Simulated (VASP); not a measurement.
TiO2: single point with r2SCAN

TiO2:

```
Ti O
1.0
     5.71050    0.00000    0.00000
    -2.85525    4.94544    0.00000
     0.00000    0.00000    6.27423
Ti O
3 6
Direct
  0.50001 0.50001 0.00000
  0.00000 0.49999 0.66667
  0.49999 0.00000 0.33333
  0.21244 0.42486 0.83333
  0.57514 0.78758 0.16666
  0.21242 0.78756 0.49999
  0.42486 0.21244 0.16667
  0.78756 0.21242 0.50001
  0.78758 0.57514 0.83334
```

- Program: VASP 6.6.1
- Task: single point
- Functional: r2SCAN
- Potentials or basis: VASP PAW PBE potentials, release 64 (Ti_sv, O)
- Cutoff: 520 eV
- k mesh: 6 × 6 × 4
- Occupations: gaussian, width 0.01 eV
- Spin: no spin polarisation

```json
{
 "Pressure": "0.7 GPa",
 "Largest force": "0.043 eV/Å",
 "Band gap on the k mesh": "3.90 eV, indirect (least direct gap 3.98 eV)"
}
```

Forces in eV/Å, atoms in the order of the input:
```
Ti   0.000  0.000  0.000
Ti   0.000  0.000  0.000
Ti   0.000  0.000  0.000
O    0.000 -0.043  0.000
O    0.037  0.022  0.000
O   -0.037  0.022  0.000
O   -0.037 -0.022  0.000
O    0.037 -0.022  0.000
O    0.000  0.043  0.000
```

Levels at points of the mesh, in eV from the valence-band top:
| k point | band 33 | band 34 | band 35 | band 36 | band 37 | band 38 | band 39 | band 40 |
| --- | --- | --- | --- | --- | --- | --- | --- | --- |
| (0.00, 0.00, 0.00) | -0.87 | -0.31 | -0.31 | -0.19 | 3.90 | 4.55 | 4.55 | 5.10 |
| (0.50, 0.00, 0.00) | -0.88 | -0.87 | -0.21 | -0.04 | 4.21 | 4.26 | 4.61 | 5.24 |
| (0.00, 0.00, 0.50) | -0.51 | -0.05 | 0.00 | 0.00 | 3.98 | 4.39 | 4.39 | 4.71 |
| (0.50, 0.00, 0.50) | -0.81 | -0.53 | -0.34 | -0.25 | 4.47 | 4.76 | 4.77 | 5.34 |

It took 29 min on 1 thread of AMD EPYC 7R13, on a shared host, peak memory 0.37 GiB.

Caveat: the PAW data sets were made with another functional, which shifts forces and pressure a little. r2SCAN opens gaps a little over a GGA but as a rule still falls short of measured ones.
